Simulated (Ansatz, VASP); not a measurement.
CoO in VASP and in Ansatz

INCAR

```
SYSTEM = CoO
PREC = Accurate
ENCUT = 600
EDIFF = 1E-6
ISMEAR = 0
SIGMA = 0.1
LREAL = .False.
LASPH = .True.
NELM = 200
ALGO = Normal
ISIF = 2
LWAVE = .False.
LCHARG = .False.
ISPIN = 2
MAGMOM = 2.57 0.32
LORBIT = 11
LMAXMIX = 4
GGA = PS
NBANDS = 18
GGA_COMPAT = .False.
```

File KPOINTS:

```
Automatic mesh
0
Gamma
  18 18 18
  0 0 0
```

Contents of POSCAR:

```
CoO
1.0
    0.0000000000      2.1507103679      2.1507103679
    2.1507103679      0.0000000000      2.1507103679
    2.1507103679      2.1507103679      0.0000000000
Co O
1 1
Direct
    0.0000000000      0.0000000000      0.0000000000
    0.5000000000      0.5000000000      0.5000000000
```

Input for Ansatz:

```yaml
crystal:
  lattice:
    - [0.0, 2.1507103679, 2.1507103679]
    - [2.1507103679, 0.0, 2.1507103679]
    - [2.1507103679, 2.1507103679, 0.0]
  atoms:
    - { symbol: Co, position: [0.0, 0.0, 0.0], spin: 2.57 }
    - { symbol: O, position: [0.5, 0.5, 0.5], spin: 0.32 }
basis:
  ecutwfc: 420
kpoints:
  mp_grid: { grid: [18, 18, 18] }
hamiltonian:
  xc: pbesol
scf:
  occupations: { method: gaussian, width: 0.1 }
output:
  forces: true
  stress: true
  eigenvalues: true
  populations: true
magnetization:
  spin_polarized: true
```

Alike in both runs: task single point; functional PBEsol; k mesh 18 × 18 × 18; occupations gaussian, width 0.1 eV; collinear spin.

|  | VASP | Ansatz |
| --- | --- | --- |
| version | VASP 6.6.1 | Ansatz 0.2.0 |
| potentials or method | VASP PAW PBE potentials, release 64 (Co, O), cutoff 600 eV | scalar-relativistic, plane waves, PAW |
| valence electrons in the cell | 15 | 23 |

VASP gave:

```
gap on the k mesh at the Fermi level (eV)                     : none
pressure (GPa)                                                : -15.7
net moment per atom (μB)                                      : 1.49
size of the moment on the site where the two differ most (μB) : 2.60
```

Q: Estimate Ansatz's values.

A: gap on the k mesh at the Fermi level (eV): none; pressure (GPa): -14.7; net moment per atom (μB): 1.50; size of the moment on the site where the two differ most (μB): 2.53.

VASP's potentials were made for PBE, not for PBEsol. Site moments also hang on the region over which each program counts them. A gap of «none» marks a metal or a gap that the smearing closes. With one functional, cell and mesh, what is left measures potentials, basis and numerics. VASP's potentials hold 15 valence electrons a cell and Ansatz's 23, so a difference there can come from the potentials and not from the codes.
